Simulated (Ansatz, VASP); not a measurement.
Nb: VASP beside Ansatz

```
CELL_PARAMETERS angstrom
2.83496 0.00000 0.00000
-0.94499 2.67283 0.00000
0.00000 0.00000 25.25890
ATOMIC_POSITIONS crystal
Nb 0.00000 0.00000 0.31672
Nb 0.50000 0.50000 0.40836
Nb 0.00000 0.00000 0.50000
Nb 0.50000 0.50000 0.59164
Nb 0.00000 0.00000 0.68328
```

Alike in both runs: task single point; functional PBEsol; k mesh 12 × 12 × 1; occupations fermi-dirac, width 0.1 eV; no spin polarisation.

```csv
,VASP,Ansatz
version,VASP 6.6.1,Ansatz 0.2.0
potentials or method,"VASP PAW PBE potentials, release 64 (Nb_sv), cutoff 520 eV","all-electron LAPW, scalar-relativistic"
```

```csv
,VASP,Ansatz,Ansatz less VASP
rms of the force components (eV/Å),0.198,0.195,-0.0027
```

VASP's potentials were made for PBE, not for PBEsol. Atom by atom the forces differ by 0.004 eV/Å (rms over components). Ansatz ran all-electron here, and VASP with PAW potentials.
